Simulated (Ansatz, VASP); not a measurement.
# One calculation of NbP, two programs

```xyz
4
Lattice="-1.6735 1.6735 5.7140 1.6735 -1.6735 5.7140 1.6735 1.6735 -5.7140" Properties=species:S:1:pos:R:3 pbc="T T T"
Nb    0.0000    0.0000    8.5714
Nb    1.6735    0.0000    5.7144
P     0.0000    0.0000    3.8009
P     1.6735    0.0000    0.9439
```

Alike in both runs: functional PBE; k mesh 18 × 18 × 18; occupations gaussian, width 0.1 eV; no spin polarisation.

Ansatz relaxed the structure, and its values are those at the end. VASP's run is a single point on that final structure, the one shown.

|  | VASP | Ansatz |
| --- | --- | --- |
| version | VASP 6.6.1 | Ansatz 0.2.0 |
| potentials or method | VASP PAW PBE potentials, release 64 (Nb_sv, P), cutoff 520 eV | scalar-relativistic, plane waves, PAW |
| valence electrons in the cell | 36 | 36 |

Ansatz gave:

* gap on the k mesh at the Fermi level (eV): none
* pressure (GPa): 0.0

**Question.** What did VASP give for the same quantities?

**Answer.** gap on the k mesh at the Fermi level (eV): none; pressure (GPa): -0.4.

A gap of «none» marks a metal or a gap that the smearing closes. With one functional, cell and mesh, what is left measures potentials, basis and numerics.
